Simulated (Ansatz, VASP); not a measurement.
**One calculation of Al, two programs**

The input POSCAR:

```
Al
1.0
    0.0000000000      2.0514502267      2.0514502267
    2.0514502267      0.0000000000      2.0514502267
    2.0514502267      2.0514502267      0.0000000000
Al
1
Direct
    0.0000000000      0.0000000000      0.0000000000
```

File INCAR.step1:

```
PREC     = Accurate       # precision mode
ENCUT    = 520            # plane-wave cutoff, eV
EDIFF    = 1E-5           # SCF threshold, eV
ISMEAR   = -1             # smearing method
SIGMA    = 0.05           # smearing width, eV
LREAL    = F              # projectors in reciprocal space
LASPH    = T              # aspherical terms in the spheres
NELM     = 60             # most SCF steps
ALGO     = Normal         # electronic algorithm
ISIF     = 2              # what is computed and relaxed
LWAVE    = T              # write WAVECAR
LCHARG   = F              # write CHGCAR
NBANDS   = 8              # bands
GGA      = PE             # functional
```

File INCAR.step2:

```
PREC     = Accurate       # precision mode
ENCUT    = 520            # plane-wave cutoff, eV
EDIFF    = 1E-6           # SCF threshold, eV
ISMEAR   = -1             # smearing method
SIGMA    = 0.05           # smearing width, eV
LREAL    = F              # projectors in reciprocal space
LASPH    = T              # aspherical terms in the spheres
NELM     = 60             # most SCF steps
ALGO     = Normal         # electronic algorithm
ISIF     = 2              # what is computed and relaxed
LWAVE    = F              # write WAVECAR
LCHARG   = F              # write CHGCAR
GGA      = PE             # functional
LHFCALC  = T              # exact exchange
AEXX     = 0.25           # exact-exchange fraction
PRECFOCK = Normal       
NBANDS   = 8              # bands
ISTART   = 1
```

KPOINTS

```
Automatic mesh
0
Gamma
  6 6 6
```

input

```
crystal:
  lattice:
    - [0.0, 2.0514502267, 2.0514502267]
    - [2.0514502267, 0.0, 2.0514502267]
    - [2.0514502267, 2.0514502267, 0.0]
  atoms:
    - { symbol: Al, position: [0.0, 0.0, 0.0] }
hamiltonian:
  xc: pbe0
  pseudopotentials: { kind: paw }
kpoints:
  mp_grid: { grid: [6, 6, 6] }
scf:
  occupations: { method: fermi_dirac, width: 0.05 }
output:
  forces: true
  stress: true
  eigenvalues: true
```

Alike in both runs: task single point; functional PBE0; k mesh 6 × 6 × 6; occupations fermi-dirac, width 0.05 eV; no spin polarisation.

|  | VASP | Ansatz |
| --- | --- | --- |
| version | VASP 6.6.1 | Ansatz 0.2.0 |
| potentials or method | VASP PAW PBE potentials, release 64 (Al) | Ansatz PAW |
| plane-wave cutoff (eV) | 520 | 420 |
| valence electrons in the cell | 3 | 3 |

|  | VASP | Ansatz | Ansatz less VASP |
| --- | --- | --- | --- |
| gap on the k mesh at the Fermi level (eV) | none | none | - |
| pressure (GPa) | -4.0 | -4.0 | +0.02 |

A gap of «none» marks a metal or a gap that the smearing closes.

The k mesh is coarse, so the values compare programs but aren't converged.
